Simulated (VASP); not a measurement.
## AlN: single point with PBE

The system is AlN.

```xyz
4
Lattice="0.0000 -2.0184 -2.0184 0.0000 2.0184 -2.0184 4.0368 0.0000 0.0000" Properties=species:S:1:pos:R:3 pbc="T T T"
Al    0.0000    0.0000   -2.0184
Al    2.0184    0.0000    0.0000
N     2.0184    0.0000   -2.0184
N     0.0000    2.0184   -2.0184
```

* Program: VASP 6.6.1
* Task: single point
* Functional: PBE
* Potentials or basis: VASP PAW PBE potentials, release 64 (Al, N)
* Cutoff: 520 eV
* k mesh: 8 × 8 × 6
* Occupations: gaussian, width 0.05 eV
* Spin: no spin polarisation
* Dipole correction: no
* Further INCAR settings: ALGO = Normal; EDIFF = 1e-06; NBANDS = 16

```json
{
  "Pressure": "6.3 GPa",
  "Band gap on the k mesh": "4.65 eV"
}
```

Levels at points of the mesh, in eV from the valence-band top:
```csv
k point,band 4,band 5,band 6,band 7,band 8,band 9,band 10,band 11,band 12,band 13
"(0.00, 0.00, 0.00)",-2.81,-2.81,0.00,0.00,0.00,4.65,5.30,5.75,12.18,12.18
"(0.50, 0.00, 0.00)",-5.95,-4.16,-4.16,-1.14,-1.14,8.41,8.41,10.59,10.59,10.63
"(0.50, 0.50, 0.00)",-7.41,-2.81,-2.81,-2.81,-2.81,4.65,4.65,5.30,5.30,14.11
"(0.00, 0.00, 0.50)",-3.83,-1.63,-1.63,-1.63,-1.63,7.48,7.48,7.78,7.78,11.26
"(0.50, 0.00, 0.50)",-8.33,-1.09,-1.09,-1.09,-1.09,6.17,6.17,11.04,11.04,11.04
"(0.50, 0.50, 0.50)",-5.73,-5.73,-5.73,-3.92,-3.92,8.15,8.15,10.75,10.75,10.75
```

Run time: 20 s on 1 thread of Intel(R) Xeon(R) Platinum 8259CL CPU @ 2.50GHz (Skylake/Cascade Lake), with other jobs on the host, peak memory 0.15 GiB.

A k mesh can miss the band edges. A hybrid or GW would open this gap; PBE tends to underestimate it.
